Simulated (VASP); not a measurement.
A run of VASP 6.6.1:

File POSCAR:

```
SiC
1.0
    2.1999517300      2.1999517300      0.0000000000
   -2.1999517300      2.1999517300      0.0000000000
    0.0000000000      2.1999517300      2.1638967726
Si C
1 1
Direct
    0.0000000000      0.0000000000      0.0000000000
    0.7500000000      0.2500000000      0.5000000000
```

Contents of INCAR.step1:

```
SYSTEM = SiC
PREC     = Accurate       ! precision mode
ENCUT    = 520            ! plane-wave cutoff, eV
ISMEAR   = 0              ! smearing method
SIGMA    = 0.01           ! smearing width, eV
LREAL    = .FALSE.        ! projectors in reciprocal space
LASPH    = .TRUE.         ! aspherical terms in the spheres
NELM     = 80             ! most SCF steps
NBANDS   = 11             ! bands
GGA      = PE             ! functional
ALGO     = Normal         ! electronic algorithm
EDIFF    = 1E-4           ! SCF threshold, eV
LWAVE    = .TRUE.         ! write WAVECAR
LCHARG   = .FALSE.        ! write CHGCAR
```

Contents of INCAR.step2:

```
SYSTEM = SiC
PREC     = Accurate       ! precision mode
ENCUT    = 520            ! plane-wave cutoff, eV
EDIFF    = 1E-6           ! SCF threshold, eV
ISMEAR   = 0              ! smearing method
SIGMA    = 0.01           ! smearing width, eV
LREAL    = .FALSE.        ! projectors in reciprocal space
LASPH    = .TRUE.         ! aspherical terms in the spheres
NELM     = 80             ! most SCF steps
ALGO     = Normal         ! electronic algorithm
ISIF     = 2              ! what is computed and relaxed
LWAVE    = .FALSE.        ! write WAVECAR
LCHARG   = .FALSE.        ! write CHGCAR
METAGGA  = R2SCAN         ! meta-GGA
LMIXTAU  = .TRUE.       
NBANDS   = 11             ! bands
ISTART   = 1
```

The input KPOINTS:

```
Automatic mesh
0
G
  10 10 10
  0 0 0
```

Potentials or basis: VASP PAW PBE potentials, release 64 (Si, C).

Run with:

```console
$ cat potpaw_PBE.64/Si/POTCAR potpaw_PBE.64/C/POTCAR > POTCAR
$ cp INCAR.step1 INCAR
$ mpirun -np 1 vasp_std > vasp.out
$ cp INCAR.step2 INCAR
$ mpirun -np 1 vasp_std > vasp.out
```

Hardware: 1 thread of Intel Xeon 6975P-C (shared host).

Problem. Estimate the wall time of this run.

Solution. Run time: 36 s on 1 thread of Intel Xeon 6975P-C, on a shared host, peak memory 0.15 GiB. Counts: k points 102.
